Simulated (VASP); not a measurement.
# PbF2 (Fm-3m) in VASP: a series of runs, part 2 of 2

VASP 6.6.1. The steps go on from the part before.

### 5 Relaxation of cell and atoms, PBE+D3(BJ)

This run uses another cell than the first one, of 17.46 Å³/atom, 0.989 times its volume.

INCAR

```
PREC = Accurate
ENCUT = 600
EDIFF = 1E-6
ISMEAR = 0
SIGMA = 0.02
LREAL = False
LASPH = True
NELM = 80
ALGO = Normal
ISIF = 3
LWAVE = False
LCHARG = False
GGA = PE
IVDW = 12
IBRION = 2
NSW = 100
EDIFFG = -0.005
```

KPOINTS

```
regular mesh
0
Gamma
  8 8 8
```

POSCAR

```
PbF2
1.0
    0.0000000000      2.9698500000      2.9698500000
    2.9698500000      0.0000000000      2.9698500000
    2.9698500000      2.9698500000      0.0000000000
Pb F
1 2
Direct
    0.0000000000      0.0000000000      0.0000000000
    0.2500000000      0.2500000000      0.2500000000
    0.7500000000      0.7500000000      0.7500000000
```

Potentials or basis: VASP PAW PBE potentials, release 64 (Pb_d, F).

Command:

```sh
> cat potpaw_PBE.64/Pb_d/POTCAR potpaw_PBE.64/F/POTCAR > POTCAR
> mpirun -np 1 vasp_std > vasp.out
```

OUTCAR:

```text
PREC = Accurate
   ENCUT = 600
   EDIFF = 1E-6
   ISMEAR = 0
   LREAL = False
   LASPH = True
   NELM = 80
   ISIF = 3
   GGA = PE
   IVDW = 12
   IBRION = 2
   NSW = 100
   EDIFFG = -0.005
 IVDW          = 12

 ion  position               nearest neighbor table
   1  0.000  0.000  0.000-   3 2.57   3 2.57   3 2.57   2 2.57   2 2.57   2 2.57   3 2.57   2 2.57

   2  0.250  0.250  0.250-   1 2.57   1 2.57   1 2.57   1 2.57
   3  0.750  0.750  0.750-   1 2.57   1 2.57   1 2.57   1 2.57

  LATTYP: Found a face centered cubic cell.
 ALAT       =     5.9397000000

  Lattice vectors:

 A1 = (   0.0000000000,   2.9698500000,   2.9698500000)
 A2 = (   2.9698500000,   0.0000000000,   2.9698500000)
 A3 = (   2.9698500000,   2.9698500000,   0.0000000000)

Analysis of symmetry for initial positions (statically):
=====================================================================
 Subroutine PRICEL returns:
 Original cell was already a primitive cell.

 Routine SETGRP: Setting up the symmetry group for a
 face centered cubic supercell.

 Subroutine GETGRP returns: Found 48 space group operations
 (whereof 48 operations were pure point group operations)
 out of a pool of 48 trial point group operations.

The static configuration has the point symmetry O_h .

Analysis of symmetry for dynamics (positions and initial velocities):
=====================================================================
 Subroutine PRICEL returns:
 Original cell was already a primitive cell.

 Routine SETGRP: Setting up the symmetry group for a
 face centered cubic supercell.

 Subroutine GETGRP returns: Found 48 space group operations
 (whereof 48 operations were pure point group operations)
 out of a pool of 48 trial point group operations.

The dynamic configuration has the point symmetry O_h .

 Subroutine INISYM returns: Found 48 space group operations
 (whereof 48 operations are pure point group operations),
 and found     1 'primitive' translations

----------------------------------------------------------------------------------------

                                     Primitive cell

  volume of cell :      52.3882

  direct lattice vectors                    reciprocal lattice vectors
     0.000000000  2.969850000  2.969850000    -0.168358671  0.168358671  0.168358671
     2.969850000  0.000000000  2.969850000     0.168358671 -0.168358671  0.168358671
     2.969850000  2.969850000  0.000000000     0.168358671  0.168358671 -0.168358671

  length of vectors
     4.200002148  4.200002148  4.200002148     0.291605773  0.291605773  0.291605773

  position of ions in fractional coordinates (direct lattice)
     0.000000000  0.000000000  0.000000000
     0.250000000  0.250000000  0.250000000
     0.750000000  0.750000000  0.750000000

  ion indices of the primitive-cell ions
   primitive index   ion index
                 1           1
                 2           2
                 3           3

----------------------------------------------------------------------------------------

 KPOINTS: regular mesh

Automatic generation of k-mesh.
 Grid dimensions read from file:
 generate k-points for:    8    8    8

 Generating k-lattice:

  Cartesian coordinates                     Fractional coordinates (reciprocal lattice)
    -0.021044834  0.021044834  0.021044834     0.125000000  0.000000000  0.000000000
     0.021044834 -0.021044834  0.021044834     0.000000000  0.125000000  0.000000000
     0.021044834  0.021044834 -0.021044834     0.000000000  0.000000000  0.125000000

  Length of vectors
     0.036450722  0.036450722  0.036450722

  Shift w.r.t. Gamma in fractional coordinates (k-lattice)
     0.000000000  0.000000000  0.000000000

 Subroutine IBZKPT returns following result:
 ===========================================

 Found     29 irreducible k-points:

 Following reciprocal coordinates:
            Coordinates               Weight
  0.000000  0.000000  0.000000      1.000000
  0.125000  0.000000  0.000000      8.000000
  0.250000  0.000000  0.000000      8.000000
  0.375000  0.000000  0.000000      8.000000
  0.500000  0.000000  0.000000      4.000000
  0.125000  0.125000  0.000000      6.000000
[... 16 lines left out ...]
  0.500000  0.250000  0.125000     48.000000
 -0.375000  0.250000  0.125000     24.000000
 [... further k-points ...]
   k-points           NKPTS =     29   k-points in BZ     NKDIM =     29   number of bands    NBANDS=     18
   number of dos      NEDOS =    301   number of ions     NIONS =      3
   total plane-waves  NPLWV =  46656
   dimension x,y,z NGX =    36 NGY =   36 NGZ =   36
   dimension x,y,z NGXF=    72 NGYF=   72 NGZF=   72
   ions per type =               1   2
   NGX,Y,Z   is equivalent  to a cutoff of  14.25, 14.25, 14.25 a.u.
   NGXF,Y,Z  is equivalent  to a cutoff of  28.50, 28.50, 28.50 a.u.
 SYSTEM =  unknown system
   PREC   = accura    normal or accurate (medium, high low for compatibility)
   ISTART =      0    job   : 0-new  1-cont  2-samecut
   ICHARG =      2    charge: 1-file 2-atom 10-const
   ISPIN  =      1    spin polarized calculation?
   LNONCOLLINEAR =      F non collinear calculations
   LSORBIT =      F    spin-orbit coupling
   LASPH  =      T    aspherical Exc in radial PAW
   ENCUT  =  600.0 eV  44.10 Ry    6.64 a.u.   8.39  8.39  8.39*2*pi/ulx,y,z
   NELM   =     80;   NELMIN=  2; NELMDL= -5     # of ELM steps
   EDIFF  = 0.1E-05   stopping-criterion for ELM
   LREAL  =      F    real-space projection
   EDIFFG = -.5E-02   stopping-criterion for IOM
   NSW    =    100    number of steps for IOM
   IBRION =      2    ionic relax: 0-MD 1-quasi-New 2-CG
   NFREE  =      1    steps in history (QN), initial steepest desc. (CG)
   ISIF   =      3    stress and relaxation
   ISYM   =      2    0-nonsym 1-usesym 2-fastsym
   POTIM  = 0.5000    time-step for ionic-motion
   TEBEG  =    0.0;   TEEND  =   0.0 temperature during run
   PSTRESS=    0.0 pullay stress
   NELECT =      28.0000    total number of electrons
   NUPDOWN=      -1.0000    fix difference up-down
   EMIN   =  10.00;   EMAX   =-10.00  energy-range for DOS
   EFERMI =   0.00;   METHOD = LEGACY
   ISMEAR =     0;   SIGMA  =   0.02  broadening in eV -4-tet -1-fermi 0-gaus
   EFERMI_NEDOS =   21; number of points for ismear=-14 and -15
   IALGO  =     38    algorithm
   IMIX   =      4    mixing-type and parameters
     AMIX     =   0.40;   BMIX     =  1.00
     AMIX_MAG =   1.60;   BMIX_MAG =  1.00
  volume/ion in A,a.u.               =      17.46       117.84
  Fermi-wavevector in a.u.,A,eV,Ry     =   1.328566  2.510625 24.015460  1.765086
  Thomas-Fermi vector in A             =   2.457794
   LORBIT       =      0    0 simple, 1 ext, 2 COOP (PROOUT), +10 PAW based schemes
   GGA     = PE    functional components
   LHFCALC =     F    Hartree Fock is set to
   AEXX    =    0.0000 exact exchange contribution
   IVDW    =    12    specifies the selected vdW correction
   LEPSILON=     F    determine dielectric tensor
   LRPA    =     F    only Hartree local field effects (RPA)
 conjugate gradient relaxation of ions
 non-spin polarized calculation
 Gauss-broadening in eV      SIGMA  =   0.02
  energy-cutoff  :      600.00
  volume of cell :       52.39
 maximum number of plane-waves:      1807
 NGX is ok and might be reduce to    36
   NGX = 17   NGY = 17   NGZ = 17

--------------------------------------- Ionic step        1  -------------------------------------------

 number of electron      28.0000006 magnetization

 Free energy of the ion-electron system (eV)
  ---------------------------------------------------
  ext. energy  EPLUGINS =         0.00000000
  ---------------------------------------------------
  free energy    TOTEN  =       -14.34259165 eV

  energy without entropy =      -14.34259165  energy(sigma->0) =      -14.34259165

------------------------ aborting loop because EDIFF is reached ----------------------------------------

 Edisp (eV)   -0.45760

 E8    (eV) :    -0.1971
[... 73 lines left out ...]
--------------------------------------- Ionic step        3  -------------------------------------------

 number of electron      28.0000004 magnetization

 Free energy of the ion-electron system (eV)
  ---------------------------------------------------
  ext. energy  EPLUGINS =         0.00000000
  ---------------------------------------------------
  free energy    TOTEN  =       -14.34694420 eV

  energy without entropy =      -14.34694420  energy(sigma->0) =      -14.34694420

 E-fermi :   1.8643     XC(G=0):  -9.3349

 val. band max:        1.7124024875   @ k =  -0.2500   0.5000   0.2500
 cond. band min:       6.1314194226   @ k =   0.5000   0.5000   0.0000
 fundamental gap:      4.4190169351
 Fermi energy:         1.8642836649

 k-point     1 :       0.0000    0.0000    0.0000
  band No.  band energies     occupation
      1     -19.2689      2.00000
      2     -18.6746      2.00000
      3     -12.7077      2.00000
      4     -12.7077      2.00000
      5     -12.7077      2.00000
      6     -12.6571      2.00000
[... 481 lines left out ...]
      5     -12.6334      2.00000
      6     -12.6039      2.00000
[... 10 lines left out ...]
     17       9.4031      0.00000
     18      12.6632      0.00000

 [... further k-points ...]

------------------------ aborting loop because EDIFF is reached ----------------------------------------

 Edisp (eV)   -0.45401

 E8    (eV) :    -0.1957
[... 26 lines left out ...]
  FREE ENERGIE OF THE ION-ELECTRON SYSTEM (eV)
  ---------------------------------------------------
  free  energy   TOTEN  =       -14.8009537914 eV

  energy  without entropy=      -14.8009537914  energy(sigma->0) =      -14.80095379

 reached required accuracy - stopping structural energy minimisation
```

OSZICAR:

```text
N       E                     dE             d eps       ncg     rms          rms(c)
DAV:   1     0.328415664584E+03    0.32842E+03   -0.16462E+04  1044   0.198E+03
DAV:   2     0.134222347710E+02   -0.31499E+03   -0.30336E+03  1222   0.486E+02
DAV:   3    -0.153565748628E+02   -0.28779E+02   -0.28194E+02  1208   0.160E+02
DAV:   4    -0.162556919974E+02   -0.89912E+00   -0.89833E+00  1128   0.295E+01
[... 21 lines left out ...]
DAV:   2    -0.143469845609E+02    0.41883E-03   -0.19799E-03  1104   0.460E-01    0.324E-02
DAV:   3    -0.143469475934E+02    0.36967E-04   -0.10809E-04  1328   0.170E-01    0.143E-02
DAV:   4    -0.143469429260E+02    0.46674E-05   -0.32514E-05  1194   0.870E-02    0.483E-03
DAV:   5    -0.143469443716E+02   -0.14456E-05   -0.44252E-06   912   0.274E-02    0.304E-03
DAV:   6    -0.143469442040E+02    0.16755E-06   -0.11013E-06   522   0.164E-02
   3 F= -.14800954E+02 E0= -.14800954E+02  d E =-.766476E-03
```

It took 65 s on 1 thread of Intel Xeon Platinum 8259CL at 2.50GHz (Skylake/Cascade Lake), shared host; peak memory 0.23 GiB.

Results:

```yaml
Free_energy: -14.8010 eV
Relaxed_volume: 17.60 Å³/atom
Relaxed_cell: a = 4.211 Å, b = 4.211 Å, c = 4.211 Å, α = 60.00°, β = 60.00°, γ = 60.00°
Space_group_after_relaxing_to_0.05_Å: Fm-3m (No. 225)
Energy_gained_by_relaxing: 0.3 meV/atom
Ionic_steps: 3
Pressure_after_relaxing: 0.0 GPa
Band_gap_on_the_k_mesh: 4.42 eV, indirect (least direct gap 4.56 eV)
Dispersion_energy_per_atom: -0.151 eV
```

The path:
```csv
step,energy change (eV),largest force (eV/Å),pressure (GPa),volume (Å³)
1,0.0000,0.0000,0.59,52.39
2,-0.0008,0.0000,-0.08,52.87
3,-0.0008,0.0000,0.01,52.81
```

Final structure:
```cif
data_structure
_symmetry_space_group_name_H-M 'P 1'
_symmetry_Int_Tables_number 1
_cell_length_a 4.2113
_cell_length_b 4.2113
_cell_length_c 4.2113
_cell_angle_alpha 60.000
_cell_angle_beta 60.000
_cell_angle_gamma 60.000
_cell_volume 52.81
loop_
_atom_site_label
_atom_site_type_symbol
_atom_site_fract_x
_atom_site_fract_y
_atom_site_fract_z
_atom_site_occupancy
Pb1 Pb 0.00000 0.00000 0.00000 1
F1 F 0.25000 0.25000 0.25000 1
F2 F 0.75000 0.75000 0.75000 1
```

Levels at points of the mesh, in eV from the valence-band top:
```tsv
k point	band 11	band 12	band 13	band 14	band 15	band 16	band 17	band 18
(0.00, 0.00, 0.00)	-2.38	-1.89	-1.89	-1.89	6.76	6.76	6.76	10.61
(0.50, 0.00, 0.00)	-2.58	-2.06	-2.06	-0.02	5.03	7.62	7.62	13.20
(0.50, 0.50, 0.00)	-1.48	-1.48	-1.47	-0.14	4.42	7.85	7.85	8.99
```

Caveat: spin-orbit coupling is left out, which moves the levels of the heavy elements. Zero-point motion and thermal expansion aren't in these numbers.

### 6 Overview

| task | cell | cutoff (eV) | smearing | gap on the mesh (eV) | pressure (GPa) |
| --- | --- | --- | --- | --- | --- |
| single point | a = 4.216 Å, angles 60.0°, 3 atoms | 520 | gaussian 0.02 eV | 4.42 | -0.2 |
| single point | a = 4.216 Å, angles 60.0°, 3 atoms | 520 | gaussian 0.01 eV | 4.42 | -0.2 |
| single point | a = 4.244 Å, angles 60.0°, 3 atoms | 520 | gaussian 0.01 eV | 4.42 | -1.5 |
| relaxation of cell and atoms | relaxed from a = 4.200 Å, angles 60.0°, 3 atoms | 600 | gaussian 0.02 eV | 4.42 | 0.0 |

Alike in all rows: level PBE+D3(BJ); potentials or basis VASP PAW PBE potentials, release 64 (Pb_d, F); no spin polarisation; k mesh 8 × 8 × 8.

Caveats: spin-orbit coupling is left out, which moves the levels of the heavy elements.

Total energies depend on the potentials used, so only differences within one code and one set of settings carry meaning.
